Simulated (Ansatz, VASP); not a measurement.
# One calculation of BN, two programs

```xyz
8
Lattice="4.5302 0.0000 0.0000 0.0000 4.5302 0.0000 0.0000 0.0000 2.7665" Properties=species:S:1:pos:R:3 pbc="T T T"
B     0.7889    3.7413    1.3833
B     1.4762    1.4762    0.0000
B     3.0540    3.0540    0.0000
B     3.7413    0.7889    1.3833
N     3.6803    3.6803    1.3833
N     1.4152    3.1150    0.0000
N     3.1150    1.4152    0.0000
N     0.8499    0.8499    1.3833
```

Alike in both runs: task single point; functional PBEsol; k mesh 6 × 6 × 10; occupations gaussian, width 0.05 eV; no spin polarisation.

```csv
,VASP,Ansatz
version,VASP 6.6.1,Ansatz 0.2.0
potentials or method,"VASP PAW PBE potentials, release 64 (B, N), cutoff 520 eV","scalar-relativistic, plane waves, PAW"
valence electrons in the cell,32,32
```

|  | VASP | Ansatz | Ansatz less VASP |
| --- | --- | --- | --- |
| gap on the k mesh at the Fermi level (eV) | 4.61 | 4.62 | +0.007 |
| least direct gap on the mesh (eV) | 4.94 | 4.94 | 0.000 |
| rms of the force components (eV/Å) | 0.058 | 0.066 | +0.0084 |

VASP's potentials were made for PBE, not for PBEsol, and Ansatz warns of the same on its side. Atom by atom the forces differ by 0.009 eV/Å (rms over components).
